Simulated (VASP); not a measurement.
C, 2 atoms in the cell. It takes space group Fd-3m (No. 227, cubic). Conventional cell: a = 3.572 Å, b = 3.572 Å, c = 3.572 Å, α = 90.00°, β = 90.00°, γ = 90.00°. C (site symmetry -43m) has 4 C at 1.55 Å within 2.1 Å. 

| Quantity | Value |
| --- | --- |
| Program | VASP 6.6.1 |
| Task | single point |
| Functional | PBE |
| Potentials or basis | VASP PAW PBE potentials, release 64 (C) |
| Cutoff | 600 eV |
| k mesh | 11 × 11 × 11 |
| Occupations | fermi-dirac, width 0.05 eV |
| Spin | non-collinear spin, zero start, spin-orbit coupling |
| Starting moments | [[0.0, 0.0, 0.0], [0.0, 0.0, 0.0]] μB |
| Dipole correction | no |
| Further INCAR settings | ALGO = Normal; EDIFF = 1e-06; NBANDS = 20 |

Potentials or basis: VASP PAW PBE potentials, release 64 (C).

Run with:

```bash
$ cat potpaw_PBE.64/C/POTCAR > POTCAR
$ mpirun -np 1 vasp_ncl > vasp.out
```

Hardware: 1 thread of Intel Xeon 6975P-C, with other jobs on the host.

Question: How long does it take, and how much memory?

Answer: It took 22 s on 1 thread of Intel Xeon 6975P-C, with other jobs on the host, peak memory 0.16 GiB. Counts: scf iterations 11, k points 56.
